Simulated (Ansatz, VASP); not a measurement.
# Si3C3N8: VASP beside Ansatz

The input INCAR:

```
SYSTEM = Si3C3N8
PREC = Accurate
ENCUT = 520
EDIFF = 1E-7
ISMEAR = -1
SIGMA = 0.02
LREAL = .False.
LASPH = .True.
NELM = 80
ALGO = Normal
ISIF = 2
LWAVE = .False.
LCHARG = .False.
GGA = PE
NBANDS = 45
```

The input KPOINTS:

```
Automatic mesh
0
Gamma
  6 6 10
  0 0 0
```

File POSCAR:

```
Si3C3N8
1.0
    7.0423915226     -0.0000000028      0.0000000000
   -3.5211957589      6.0988899633      0.0000000000
    0.0000000000      0.0000000000      2.6682892076
C Si N
3 3 8
Direct
    0.2366944638      0.8109222511      0.5000000000
    0.1890777489      0.4257722126      0.5000000000
    0.5742277874      0.7633055362      0.5000000000
    0.3905853112      0.2255703943      0.0000000000
    0.8349850832      0.6094146888      0.0000000000
    0.7744296057      0.1650149168      0.0000000000
    0.3333333333      0.6666666667      0.5000000000
    0.6666666667      0.3333333333      0.0000000000
    1.0023415523      0.6983309487      0.5000000000
    0.3103589817      0.9484037635      0.0000000000
    0.6380447818      0.6896410183      0.0000000000
    0.3016690513      0.3040106036      0.5000000000
    0.0515962365      0.3619552182      0.0000000000
    0.6959893964     -0.0023415523      0.5000000000
```

Input for Ansatz:

```yaml
crystal:
  lattice:
    - [7.0423915226, -2.8e-09, 0.0]
    - [-3.5211957589, 6.0988899633, 0.0]
    - [0.0, 0.0, 2.6682892076]
  atoms:
    - { symbol: C, position: [0.2366944638, 0.8109222511, 0.5] }
    - { symbol: Si, position: [0.3905853112, 0.2255703943, 0.0] }
    - { symbol: Si, position: [0.8349850832, 0.6094146888, 0.0] }
    - { symbol: C, position: [0.1890777489, 0.4257722126, 0.5] }
    - { symbol: C, position: [0.5742277874, 0.7633055362, 0.5] }
    - { symbol: Si, position: [0.7744296057, 0.1650149168, 0.0] }
    - { symbol: "N", position: [0.3333333333, 0.6666666667, 0.5] }
    - { symbol: "N", position: [0.6666666667, 0.3333333333, 0.0] }
    - { symbol: "N", position: [1.0023415523, 0.6983309487, 0.5] }
    - { symbol: "N", position: [0.3103589817, 0.9484037635, 0.0] }
    - { symbol: "N", position: [0.6380447818, 0.6896410183, 0.0] }
    - { symbol: "N", position: [0.3016690513, 0.3040106036, 0.5] }
    - { symbol: "N", position: [0.0515962365, 0.3619552182, 0.0] }
    - { symbol: "N", position: [0.6959893964, -0.0023415523, 0.5] }
kpoints:
  mp_grid: { grid: [6, 6, 10] }
  band_path:
    path:
      - [[0.0, 0.0, 0.0], [0.5, 3.345045912044e-17, 0.0], [0.3333333333333, 0.3333333333333, 0.0], [0.0, 0.0, 0.0], [0.0, 0.0, 0.5], [0.5, 3.345045912044e-17, 0.5], [0.3333333333333, 0.3333333333333, 0.5], [0.0, 0.0, 0.5]]
      - [[0.5, 3.345045912044e-17, 0.5], [0.5, 3.345045912044e-17, 0.0]]
      - [[0.3333333333333, 0.3333333333333, 0.5], [0.3333333333333, 0.3333333333333, 0.0]]
    npoints: 10
hamiltonian:
  xc: pbe
scf:
  occupations: { method: fermi_dirac, width: 0.02 }
  n_extra_bands: 7
output:
  forces: true
  stress: true
  eigenvalues: true
  write_density: true
  write_potential: true
  elf: true
  volumetric_format: npy
```

Alike in both runs: task single point; functional PBE; k mesh 6 × 6 × 10; occupations fermi-dirac, width 0.02 eV; no spin polarisation.

```csv
,VASP,Ansatz
version,VASP 6.6.1,Ansatz 0.2.0
potentials or method,"VASP PAW PBE potentials, release 64 (C, Si, N)","plane waves, PAW"
plane-wave cutoff (eV),520,420
valence electrons in the cell,64,64
```

Ansatz gave:

```
gap on the k mesh at the Fermi level (eV) : 2.31
pressure (GPa)                            : 5.7
rms of the force components (eV/Å)        : 0.107
```

Task: What did VASP give for the same quantities?

Result: gap on the k mesh at the Fermi level (eV): 2.30; pressure (GPa): 5.7; rms of the force components (eV/Å): 0.093.
